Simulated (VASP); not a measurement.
**Al2Cu: single point with PBE**

Crystal: Al2Cu.

```
Al Cu
1.0
    -2.12638    2.12638    2.89140
     2.12638   -2.12638    2.89140
     1.96282    1.96282   -2.89140
Al Cu
2 1
Direct
  0.75000 0.25000 0.50000
  0.25000 0.75000 0.50000
  0.50000 0.50000 0.00000
```

This cell differs from its parent crystal: strain +e along x and -e along y -0.0400, strain +e along z and -e/2 along x and y +0.0000.

* Program: VASP 6.6.1
* Task: single point
* Functional: PBE
* Potentials or basis: VASP PAW PBE potentials, release 64 (Al, Cu)
* Cutoff: 520 eV
* k mesh: 14 × 14 × 14
* Occupations: gaussian, width 0.15 eV
* Spin: no spin polarisation
* Dipole correction: no
* Further INCAR settings: ALGO = Fast; EDIFF = 1e-06; NBANDS = 16

| Property | Result |
| --- | --- |
| Pressure | 0.7 GPa |
| Band gap on the k mesh | zero (an odd number of electrons rules out a gap without spin polarisation) |

Stress tensor (GPa, compression positive):
```
1.00 3.66 0.00
3.66 1.00 0.00
0.00 0.00 0.15
```

Levels at points of the mesh, in eV from the Fermi level:
| k point | band 7 | band 8 | band 9 | band 10 | band 11 | band 12 |
| --- | --- | --- | --- | --- | --- | --- |
| (0.00, 0.00, 0.00) | 2.42 | 2.61 | 2.88 | 2.95 | 3.23 | 3.30 |
| (0.50, 0.00, 0.00) | -3.83 | 0.31 | 0.89 | 2.50 | 2.93 | 4.05 |
| (0.50, 0.50, 0.00) | -3.75 | -1.84 | -1.54 | 0.74 | 1.79 | 8.89 |
| (0.00, 0.00, 0.50) | -3.55 | -2.35 | -2.06 | -0.19 | 1.32 | 8.97 |
| (0.50, 0.50, 0.50) | -3.64 | -2.22 | -1.64 | 0.29 | 1.59 | 8.77 |

Wall time 6.9 min on 1 thread of Intel(R) Xeon(R) Platinum 8375C CPU @ 2.90GHz (Ice Lake) (shared host), peak memory 0.43 GiB.

Caveat: the cell differs from its parent crystal (strain +e along x and -e along y -0.0400, strain +e along z and -e/2 along x and y +0.0000).
